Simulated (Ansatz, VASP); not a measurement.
## One calculation of AlAs, two programs

The input INCAR:

```
  ALGO = Normal
  EDIFF = 1E-7
  EDIFFG = -0.002
  ENCUT = 500
  GGA = PE
  GGA_COMPAT = F
  IBRION = 2
  ISIF = 3
  ISMEAR = 0
  IVDW = 12
  LASPH = T
  LCHARG = F
  LREAL = F
  LWAVE = F
  NELM = 120
  NELMIN = 4
  NSW = 100
  PREC = Accurate
  SIGMA = 0.02
```

Contents of KPOINTS:

```
k-points
0
Gamma
  8 8 8
```

The input POSCAR:

```
AlAs
1.0
    0.0000000000      2.8379008000      2.8379008000
    2.8379008000      0.0000000000      2.8379008000
    2.8379008000      2.8379008000      0.0000000000
Al As
1 1
Direct
    0.0000000000      0.0000000000      0.0000000000
    0.2500000000      0.2500000000      0.2500000000
```

Input for Ansatz:

```yaml
crystal:
  lattice:
    - [0.0, 2.8379008, 2.8379008]
    - [2.8379008, 0.0, 2.8379008]
    - [2.8379008, 2.8379008, 0.0]
  atoms:
    - { symbol: Al, position: [0.0, 0.0, 0.0] }
    - { symbol: As, position: [0.25, 0.25, 0.25] }
basis:
  ecutwfc: 420
kpoints:
  mp_grid: { grid: [8, 8, 8] }
hamiltonian:
  xc: pbe
  dispersion: d3bj
  pseudopotentials: { kind: paw, azcp: { folder: soft_1 } }
scf:
  occupations: { method: gaussian, width: 0.02 }
output:
  forces: true
  stress: true
  eigenvalues: true
  write_density: true
  write_potential: true
  elf: true
  volumetric_format: npy
relax:
  adjacent_minimum: "off"
  f_tol: 0.002
  max_steps: 80
  cell: { stress_tol: 0.02 }
```

Alike in both runs: task relaxation of cell and atoms; functional PBE; dispersion D3(BJ); k mesh 8 × 8 × 8; occupations gaussian, width 0.02 eV; no spin polarisation.

|  | VASP | Ansatz |
| --- | --- | --- |
| version | VASP 6.6.1 | Ansatz 0.2.0 |
| potentials or method | VASP PAW PBE potentials, release 64 (Al, As), cutoff 500 eV | scalar-relativistic, plane waves, PAW |
| valence electrons in the cell | 8 | 18 |

|  | VASP | Ansatz | Ansatz less VASP |
| --- | --- | --- | --- |
| gap on the k mesh at the Fermi level, each at its own relaxed structure (eV) | 1.44 | 1.45 | +0.006 |
| relaxed volume (Å³/atom) | 22.78 | 22.72 | -0.058 |
| relaxed length of the cell vector where the two differ most in proportion (Å) | 4.009 | 4.005 | -0.0034 |

VASP's potentials hold 8 valence electrons a cell and Ansatz's 18, so a difference there can come from the potentials and not from the codes.
